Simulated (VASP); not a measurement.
Here is a VASP 6.6.1 calculation.

Contents of POSCAR:

```
TiO2
1.0
    5.2910000000      0.0000000000      0.0000000000
   -2.6455000000      4.5821400000      0.0000000000
    0.0000000000      0.0000000000      6.1330000000
Ti O
3 6
Direct
    0.4530000000      0.0000000000      0.3333333333
    0.0000000000      0.4530000000      0.6666666667
    0.5470000000      0.5470000000      0.0000000000
    0.4080000000      0.3030000000      0.2150000000
    0.6970000000      0.1050000000      0.5483330000
    0.8950000000      0.5920000000      0.8816670000
    0.3030000000      0.4080000000      0.7850000000
    0.1050000000      0.6970000000      0.4516670000
    0.5920000000      0.8950000000      0.1183330000
```

Contents of INCAR.step1:

```
  PREC = Accurate
  ENCUT = 520
  ISMEAR = 0
  SIGMA = 0.01
  LREAL = F
  LASPH = T
  NELM = 80
  NBANDS = 46
  GGA = PE
  ALGO = Normal
  EDIFF = 1E-4
  LWAVE = T
  LCHARG = F
```

INCAR.step2

```
  PREC = Accurate
  ENCUT = 520
  EDIFF = 1E-6
  ISMEAR = 0
  SIGMA = 0.01
  LREAL = F
  LASPH = T
  NELM = 80
  ALGO = Normal
  ISIF = 2
  LWAVE = F
  LCHARG = F
  METAGGA = R2SCAN
  LMIXTAU = T
  NBANDS = 46
  ISTART = 1
```

The input KPOINTS:

```
Automatic mesh
0
Gamma
  4 4 3
```

Potentials or basis: VASP PAW PBE potentials, release 64 (Ti_sv, O).

Command:

```bash
$ cat potpaw_PBE.64/Ti_sv/POTCAR potpaw_PBE.64/O/POTCAR > POTCAR
$ cp INCAR.step1 INCAR
$ mpirun -np 1 vasp_std > vasp.out
$ cp INCAR.step2 INCAR
$ mpirun -np 1 vasp_std > vasp.out
```

Question: What does it give for the pressure?

Answer: 4.8 GPa.

Question: What does it give for the largest force?

Answer: 2.334 eV/Å.

Question: What does it give for the band gap on the k mesh?

Answer: 4.26 eV, indirect (least direct gap 4.42 eV).

Forces in eV/Å, atoms in the order of the input:
```
Ti  -2.334  0.000  0.000
Ti   1.167 -2.021  0.000
Ti   1.167  2.021  0.000
O    0.317 -1.387  1.539
O    1.043  0.968  1.539
O   -1.360  0.419  1.539
O   -1.360 -0.419 -1.539
O    0.317  1.387 -1.539
O    1.043 -0.968 -1.539
```

Caveat: the PAW data sets were made with another functional, which shifts forces and pressure a little. A k mesh can miss the band edges.
